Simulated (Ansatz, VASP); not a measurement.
# One calculation of Sn, two programs

```
Sn
1.0
    -2.92554    2.92554    1.59593
     2.92554   -2.92554    1.59593
     2.92554    2.92554   -1.59593
Sn
2
Direct
  0.00000 0.00000 0.00000
  0.75000 0.25000 0.50000
```

Change from the starting cell: volume scaled by 1.01.

Alike in both runs: task single point; functional LDA; k mesh 15 × 15 × 15; occupations fermi-dirac, width 0.05 eV; no spin polarisation.

|  | VASP | Ansatz |
| --- | --- | --- |
| version | VASP 6.6.1 | Ansatz 0.2.0 |
| potentials or method | VASP PAW LDA potentials, release 64 (Sn_d), cutoff 520 eV | all-electron LAPW, scalar-relativistic |

|  | VASP | Ansatz | Ansatz less VASP |
| --- | --- | --- | --- |
| pressure (GPa) | -2.3 | -2.3 | +0.04 |
| traceless stress, the component that is largest in VASP (GPa) | -0.62 | -0.63 | -0.009 |

LDA's correlation is that of Perdew and Zunger in VASP and of Perdew and Wang (1992) in Ansatz. Ansatz ran all-electron here, and VASP with PAW potentials.
